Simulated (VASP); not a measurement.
# Ge (Fd-3m) in VASP: a series of runs

Runs on Ge. Level: RPBE. Tasks: single point.

Program: VASP 6.6.1. These are calculated values, not measurements. Logs are shortened: lines on timing, memory, paths and dates and some standing lists are left out, and cuts for length are marked.

## 1. The cell of the first run

It takes space group Fd-3m (No. 227, cubic). Conventional cell: a = 5.903 Å, b = 5.903 Å, c = 5.903 Å, α = 90.00°, β = 90.00°, γ = 90.00°. Within 3.4 Å of Ge (site symmetry -43m) lie 4 Ge at 2.56 Å.

## 2. Single point, RPBE (volume scaled by 1.04)

Contents of INCAR:

```
PREC = Accurate
ENCUT = 520
EDIFF = 1E-6
ISMEAR = -1
SIGMA = 0.05
LREAL = False
LASPH = True
NELM = 100
ALGO = Normal
ISIF = 2
LWAVE = False
LCHARG = False
GGA = RP
NBANDS = 21
```

Contents of KPOINTS:

```
Automatic mesh
0
Gamma
  9 9 9
```

Contents of POSCAR:

```
Ge
1.0
    0.0000000000      2.9515440798      2.9515440798
    2.9515440798      0.0000000000      2.9515440798
    2.9515440798      2.9515440798      0.0000000000
Ge
2
Direct
    0.5000000000      0.5000000000      0.5000000000
    0.7500000000      0.7500000000      0.7500000000
```

Potentials or basis: VASP PAW PBE potentials, release 64 (Ge_d).

Launch:

```console
cat potpaw_PBE.64/Ge_d/POTCAR > POTCAR
mpirun -np 1 vasp_std > vasp.out
```

OUTCAR:

```text
PREC = Accurate
   ENCUT = 520
   EDIFF = 1E-6
   ISMEAR = -1
   LREAL = False
   LASPH = True
   NELM = 100
   ISIF = 2
   GGA = RP

 ion  position               nearest neighbor table
   1  0.500  0.500  0.500-   2 2.56   2 2.56   2 2.56   2 2.56
   2  0.750  0.750  0.750-   1 2.56   1 2.56   1 2.56   1 2.56

  LATTYP: Found a face centered cubic cell.
 ALAT       =     5.9030881596

  Lattice vectors:

 A1 = (   0.0000000000,   2.9515440798,   2.9515440798)
 A2 = (   2.9515440798,   0.0000000000,   2.9515440798)
 A3 = (   2.9515440798,   2.9515440798,   0.0000000000)

Analysis of symmetry for initial positions (statically):
=====================================================================
 Subroutine PRICEL returns:
 Original cell was already a primitive cell.

 Routine SETGRP: Setting up the symmetry group for a
 face centered cubic supercell.

 Subroutine GETGRP returns: Found 48 space group operations
 (whereof 24 operations were pure point group operations)
 out of a pool of 48 trial point group operations.

The static configuration has the point symmetry T_d .
 The point group associated with its full space group is O_h .

Analysis of symmetry for dynamics (positions and initial velocities):
=====================================================================
 Subroutine PRICEL returns:
 Original cell was already a primitive cell.

 Routine SETGRP: Setting up the symmetry group for a
 face centered cubic supercell.

 Subroutine GETGRP returns: Found 48 space group operations
 (whereof 24 operations were pure point group operations)
 out of a pool of 48 trial point group operations.

The dynamic configuration has the point symmetry T_d .
 The point group associated with its full space group is O_h .

 Subroutine INISYM returns: Found 48 space group operations
 (whereof 24 operations are pure point group operations),
 and found     1 'primitive' translations

----------------------------------------------------------------------------------------

                                     Primitive cell

  volume of cell :      51.4254

  direct lattice vectors                    reciprocal lattice vectors
     0.000000000  2.951544080  2.951544080    -0.169402857  0.169402857  0.169402857
     2.951544080  0.000000000  2.951544080     0.169402857 -0.169402857  0.169402857
     2.951544080  2.951544080  0.000000000     0.169402857  0.169402857 -0.169402857

  length of vectors
     4.174113668  4.174113668  4.174113668     0.293414355  0.293414355  0.293414355

  position of ions in fractional coordinates (direct lattice)
     0.500000000  0.500000000  0.500000000
     0.750000000  0.750000000  0.750000000

  ion indices of the primitive-cell ions
   primitive index   ion index
                 1           1
                 2           2

----------------------------------------------------------------------------------------

 KPOINTS: Automatic mesh

Automatic generation of k-mesh.
 Grid dimensions read from file:
 generate k-points for:    9    9    9

 Generating k-lattice:

  Cartesian coordinates                     Fractional coordinates (reciprocal lattice)
    -0.018822540  0.018822540  0.018822540     0.111111111  0.000000000  0.000000000
     0.018822540 -0.018822540  0.018822540     0.000000000  0.111111111  0.000000000
     0.018822540  0.018822540 -0.018822540     0.000000000  0.000000000  0.111111111

  Length of vectors
     0.032601595  0.032601595  0.032601595

  Shift w.r.t. Gamma in fractional coordinates (k-lattice)
     0.000000000  0.000000000  0.000000000

 Subroutine IBZKPT returns following result:
 ===========================================

 Found     35 irreducible k-points:

 Following reciprocal coordinates:
            Coordinates               Weight
  0.000000  0.000000  0.000000      1.000000
  0.111111  0.000000  0.000000      8.000000
  0.222222  0.000000  0.000000      8.000000
  0.333333  0.000000  0.000000      8.000000
  0.444444  0.000000  0.000000      8.000000
  0.111111  0.111111  0.000000      6.000000
[... 16 lines left out ...]
 -0.333333  0.333333  0.000000     12.000000
  0.444444  0.444444  0.000000      6.000000
 [... further k-points ...]
   k-points           NKPTS =     35   k-points in BZ     NKDIM =     35   number of bands    NBANDS=     21
   number of dos      NEDOS =    301   number of ions     NIONS =      2
   total plane-waves  NPLWV =  32768
   dimension x,y,z NGX =    32 NGY =   32 NGZ =   32
   dimension x,y,z NGXF=    64 NGYF=   64 NGZF=   64
   ions per type =               2
   NGX,Y,Z   is equivalent  to a cutoff of  12.74, 12.74, 12.74 a.u.
   NGXF,Y,Z  is equivalent  to a cutoff of  25.49, 25.49, 25.49 a.u.
 SYSTEM =  unknown system
   PREC   = accura    normal or accurate (medium, high low for compatibility)
   ISTART =      0    job   : 0-new  1-cont  2-samecut
   ICHARG =      2    charge: 1-file 2-atom 10-const
   ISPIN  =      1    spin polarized calculation?
   LNONCOLLINEAR =      F non collinear calculations
   LSORBIT =      F    spin-orbit coupling
   LASPH  =      T    aspherical Exc in radial PAW
   ENCUT  =  520.0 eV  38.22 Ry    6.18 a.u.   7.76  7.76  7.76*2*pi/ulx,y,z
   NELM   =    100;   NELMIN=  2; NELMDL= -5     # of ELM steps
   EDIFF  = 0.1E-05   stopping-criterion for ELM
   LREAL  =      F    real-space projection
   EDIFFG = 0.1E-04   stopping-criterion for IOM
   NSW    =      0    number of steps for IOM
   IBRION =     -1    ionic relax: 0-MD 1-quasi-New 2-CG
   NFREE  =      0    steps in history (QN), initial steepest desc. (CG)
   ISIF   =      2    stress and relaxation
   ISYM   =      2    0-nonsym 1-usesym 2-fastsym
   POTIM  = 0.5000    time-step for ionic-motion
   TEBEG  =    0.0;   TEEND  =   0.0 temperature during run
   PSTRESS=    0.0 pullay stress
   NELECT =      28.0000    total number of electrons
   NUPDOWN=      -1.0000    fix difference up-down
   EMIN   =  10.00;   EMAX   =-10.00  energy-range for DOS
   EFERMI =   0.00;   METHOD = LEGACY
   ISMEAR =    -1;   SIGMA  =   0.05  broadening in eV -4-tet -1-fermi 0-gaus
   EFERMI_NEDOS =   21; number of points for ismear=-14 and -15
   IALGO  =     38    algorithm
   IMIX   =      4    mixing-type and parameters
     AMIX     =   0.40;   BMIX     =  1.00
     AMIX_MAG =   1.60;   BMIX_MAG =  1.00
  volume/ion in A,a.u.               =      25.71       173.52
  Fermi-wavevector in a.u.,A,eV,Ry     =   1.336806  2.526196 24.314278  1.787049
  Thomas-Fermi vector in A             =   2.465404
   LORBIT       =      0    0 simple, 1 ext, 2 COOP (PROOUT), +10 PAW based schemes
   GGA     = RP    functional components
   LHFCALC =     F    Hartree Fock is set to
   AEXX    =    0.0000 exact exchange contribution
   IVDW    =     0    specifies the selected vdW correction
   LEPSILON=     F    determine dielectric tensor
   LRPA    =     F    only Hartree local field effects (RPA)
 non-spin polarized calculation
  energy-cutoff  :      520.00
  volume of cell :       51.43
 maximum number of plane-waves:      1411
   NGX = 15   NGY = 15   NGZ = 15

 number of electron      27.9999985 magnetization

 Free energy of the ion-electron system (eV)
  ---------------------------------------------------
  ext. energy  EPLUGINS =         0.00000000
  ---------------------------------------------------
  free energy    TOTEN  =        -8.34683910 eV

  energy without entropy =       -8.34518117  energy(sigma->0) =       -8.34601014

 E-fermi :   3.8517     XC(G=0):  -9.1432

 val. band max:        3.7117205832   @ k =   0.1111   0.0000   0.0000
 cond. band min:       3.8837610799   @ k =   0.4444   0.0000   0.0000
 fundamental gap:      0.1720404967
 Fermi energy:         3.8516566993

 k-point     1 :       0.0000    0.0000    0.0000
  band No.  band energies     occupation
      1     -20.7591      2.00000
      2     -20.7591      2.00000
      3     -20.7591      2.00000
      4     -20.7323      2.00000
      5     -20.7323      2.00000
      6     -20.5819      2.00000
[... 13 lines left out ...]
     20      13.0561      0.00000
     21      13.0561      0.00000

 k-point     2 :       0.1111    0.0000    0.0000
  band No.  band energies     occupation
      1     -20.7637      2.00000
      2     -20.7637      2.00000
      3     -20.7576      2.00000
      4     -20.7259      2.00000
      5     -20.7259      2.00000
      6     -20.5912      2.00000
[... 13 lines left out ...]
     20      12.4179      0.00000
     21      12.4179      0.00000

 k-point     3 :       0.2222    0.0000    0.0000
  band No.  band energies     occupation
      1     -20.7705      2.00000
      2     -20.7705      2.00000
      3     -20.7537      2.00000
      4     -20.7150      2.00000
      5     -20.7150      2.00000
      6     -20.6011      2.00000
[... 13 lines left out ...]
     20      12.0452      0.00000
     21      12.0452      0.00000

 k-point     4 :       0.3333    0.0000    0.0000
  band No.  band energies     occupation
      1     -20.7748      2.00000
      2     -20.7748      2.00000
      3     -20.7492      2.00000
      4     -20.7068      2.00000
      5     -20.7068      2.00000
      6     -20.6077      2.00000
[... 13 lines left out ...]
     20      12.6280      0.00000
     21      12.6280      0.00000

 k-point     5 :       0.4444    0.0000    0.0000
  band No.  band energies     occupation
      1     -20.7766      2.00000
      2     -20.7766      2.00000
      3     -20.7461      2.00000
      4     -20.7030      2.00000
      5     -20.7030      2.00000
      6     -20.6104      2.00000
[... 13 lines left out ...]
     20      14.0234      0.00000
     21      14.0234      0.00000

 k-point     6 :       0.1111    0.1111    0.0000
  band No.  band energies     occupation
      1     -20.7630      2.00000
      2     -20.7624      2.00000
      3     -20.7624      2.00000
      4     -20.7275      2.00000
      5     -20.7191      2.00000
      6     -20.6038      2.00000
[... 13 lines left out ...]
     20      11.4926      0.00000
     21      13.2517      0.00000

 k-point     7 :       0.2222    0.1111    0.0000
  band No.  band energies     occupation
      1     -20.7717      2.00000
      2     -20.7676      2.00000
      3     -20.7574      2.00000
      4     -20.7192      2.00000
      5     -20.7069      2.00000
      6     -20.6167      2.00000
[... 13 lines left out ...]
     20      12.2459      0.00000
     21      13.0474      0.00000
[... 291 lines left out ...]
      1     -20.7784      2.00000
      2     -20.7784      2.00000
      3     -20.7532      2.00000
      4     -20.6924      2.00000
      5     -20.6703      2.00000
      6     -20.6602      2.00000
[... 13 lines left out ...]
     20      14.8205      0.00000
     21      15.1001      0.00000

 k-point    21 :       0.4444    0.3333    0.0000
  band No.  band energies     occupation
      1     -20.7858      2.00000
      2     -20.7816      2.00000
      3     -20.7386      2.00000
      4     -20.6828      2.00000
      5     -20.6802      2.00000
      6     -20.6477      2.00000
[... 13 lines left out ...]
     20      14.8447      0.00000
     21      15.5613      0.00000

 k-point    22 :      -0.4444    0.3333    0.0000
  band No.  band energies     occupation
      1     -20.7936      2.00000
      2     -20.7837      2.00000
      3     -20.7225      2.00000
      4     -20.6795      2.00000
      5     -20.6688      2.00000
      6     -20.6493      2.00000
[... 13 lines left out ...]
     20      14.0667      0.00000
     21      15.7376      0.00000

 k-point    23 :      -0.3333    0.3333    0.0000
  band No.  band energies     occupation
      1     -20.7959      2.00000
      2     -20.7844      2.00000
      3     -20.7187      2.00000
      4     -20.6706      2.00000
      5     -20.6673      2.00000
      6     -20.6559      2.00000
[... 13 lines left out ...]
     20      12.6312      0.00000
     21      16.5303      0.00000

 k-point    24 :       0.4444    0.4444    0.0000
  band No.  band energies     occupation
      1     -20.7834      2.00000
      2     -20.7834      2.00000
      3     -20.7330      2.00000
      4     -20.7043      2.00000
      5     -20.6668      2.00000
      6     -20.6399      2.00000
[... 13 lines left out ...]
     20      15.2605      0.00000
     21      16.1975      0.00000

 [... further k-points ...]
[... 5 lines left out ...]
  --------------------------------------------------------------------------------------
  -------------------------------------------------------------------------------------
  Total       -0.7186211     -0.7186211     -0.7186211     -0.0000000      0.0000000      0.0000000
  in kB      -22.3888998    -22.3888998    -22.3888998     -0.0000000      0.0000000      0.0000000
  external PRESSURE =     -22.3888998 kB  Pullay stress =       0.0000000 kB

 VOLUME and BASIS-vectors are now :
 -----------------------------------------------------------------------------
  energy-cutoff  :      520.00
  volume of cell :       51.43
      direct lattice vectors                 reciprocal lattice vectors
     0.000000000  2.951544080  2.951544080    -0.169402857  0.169402857  0.169402857
     2.951544080  0.000000000  2.951544080     0.169402857 -0.169402857  0.169402857
     2.951544080  2.951544080  0.000000000     0.169402857  0.169402857 -0.169402857

 POSITION                                       TOTAL-FORCE (eV/Angst)
 -----------------------------------------------------------------------------------
      2.95154      2.95154      2.95154        -0.000000     -0.000000     -0.000000
      4.42732      4.42732      4.42732         0.000000      0.000000      0.000000
 -----------------------------------------------------------------------------------
    total drift:                               -0.000000     -0.000000      0.000000

  FREE ENERGIE OF THE ION-ELECTRON SYSTEM (eV)
  ---------------------------------------------------
  free  energy   TOTEN  =        -8.3468391037 eV

  energy  without entropy=       -8.3451811705  energy(sigma->0) =       -8.34601014
```

It took 25 s on 1 thread of Intel Xeon Platinum 8375C at 2.90GHz (Ice Lake), shared host; peak memory 0.18 GiB.

What came out:

```yaml
Free_energy: -8.3468 eV
Pressure: -2.2 GPa
Band_gap_on_the_k_mesh: zero (band 14 reaches 3.94 eV, above the bottom of band 15 at 3.88 eV)
```

Levels at points of the mesh, in eV from the Fermi level:
| k point | band 12 | band 13 | band 14 | band 15 | band 16 | band 17 |
| --- | --- | --- | --- | --- | --- | --- |
| (0.00, 0.00, 0.00) | -0.87 | 0.09 | 0.09 | 0.09 | 2.59 | 2.59 |

Caveat: the PAW data sets were made with another functional, which shifts forces and pressure a little.

## 3. Single point, RPBE (volume scaled by 1.08)

Contents of INCAR:

```
SYSTEM = Ge
ALGO     = Normal         ! electronic algorithm
EDIFF    = 1E-6           ! SCF threshold, eV
ENCUT    = 520            ! plane-wave cutoff, eV
GGA      = RP             ! functional
ISIF     = 2              ! what is computed and relaxed
ISMEAR   = -1             ! smearing method
LASPH    = .TRUE.         ! aspherical terms in the spheres
LCHARG   = .TRUE.         ! write CHGCAR
LELF     = .TRUE.         ! ELF
LREAL    = .FALSE.        ! projectors in reciprocal space
LVHAR    = .TRUE.       
LWAVE    = .FALSE.        ! write WAVECAR
NBANDS   = 21             ! bands
NELM     = 80             ! most SCF steps
PREC     = Accurate       ! precision mode
SIGMA    = 0.05           ! smearing width, eV
```

Contents of KPOINTS:

```
k-points
0
G
  9 9 9
  0 0 0
```

Contents of POSCAR:

```
Ge
1.0
    0.0000000000      2.9889093639      2.9889093639
    2.9889093639      0.0000000000      2.9889093639
    2.9889093639      2.9889093639      0.0000000000
Ge
2
Direct
    0.5000000000      0.5000000000      0.5000000000
    0.7500000000      0.7500000000      0.7500000000
```

Potentials or basis: VASP PAW PBE potentials, release 64 (Ge_d).

Launch:

```console
cat potpaw_PBE.64/Ge_d/POTCAR > POTCAR
mpirun -np 1 vasp_std > vasp.out
```

It took 26 s on 1 thread of Intel Xeon Platinum 8375C at 2.90GHz (Ice Lake), shared host; peak memory 0.18 GiB.

The run converged. Its results:

```
Free energy            : -8.3109 eV
Pressure               : -3.7 GPa
Band gap on the k mesh : zero (band 14 reaches 3.63 eV, above the bottom of band 15 at 3.48 eV)
```

Levels at points of the mesh, in eV from the Fermi level:
| k point | band 11 | band 12 | band 13 | band 14 | band 15 | band 16 | band 17 | band 18 |
| --- | --- | --- | --- | --- | --- | --- | --- | --- |
| (0.00, 0.00, 0.00) | -11.46 | -1.14 | 0.13 | 0.13 | 0.13 | 2.61 | 2.61 | 2.61 |

Caveat: the PAW data sets were made with another functional, which shifts forces and pressure a little.

[end of part 1 of 2]
